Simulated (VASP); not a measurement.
Here is a VASP 6.6.1 calculation.

Contents of INCAR:

```
SYSTEM = Pb
ALGO = Normal
EDIFF = 1E-6
ENCUT = 500
GGA = PE
GGA_COMPAT = .False.
ISIF = 2
ISMEAR = 0
LASPH = .True.
LCHARG = .False.
LREAL = .False.
LWAVE = .False.
NBANDS = 13
NELM = 120
PREC = Accurate
SIGMA = 0.027000000000000003
```

File KPOINTS:

```
k-points
0
Gamma
  9 9 9
  0 0 0
```

File POSCAR:

```
Pb
1.0
   -1.9796595667      1.9796595667      1.9796595667
    1.9796595667     -1.9796595667      1.9796595667
    1.9796595667      1.9796595667     -1.9796595667
Pb
1
Direct
    0.0000000000      0.0000000000      0.0000000000
```

Potentials or basis: VASP PAW PBE potentials, release 64 (Pb_d).

The run is started by

```sh
$ cat potpaw_PBE.64/Pb_d/POTCAR > POTCAR
$ mpirun -np 1 vasp_std > vasp.out
```

Problem. Predict the pressure.

Solution. 0.7 GPa.

Problem. What does it give for the band gap on the k mesh?

Solution. Zero (band 7 reaches 14.46 eV, above the bottom of band 8 at 5.02 eV).

Caveat: spin-orbit coupling is left out, which moves the levels of the heavy elements.
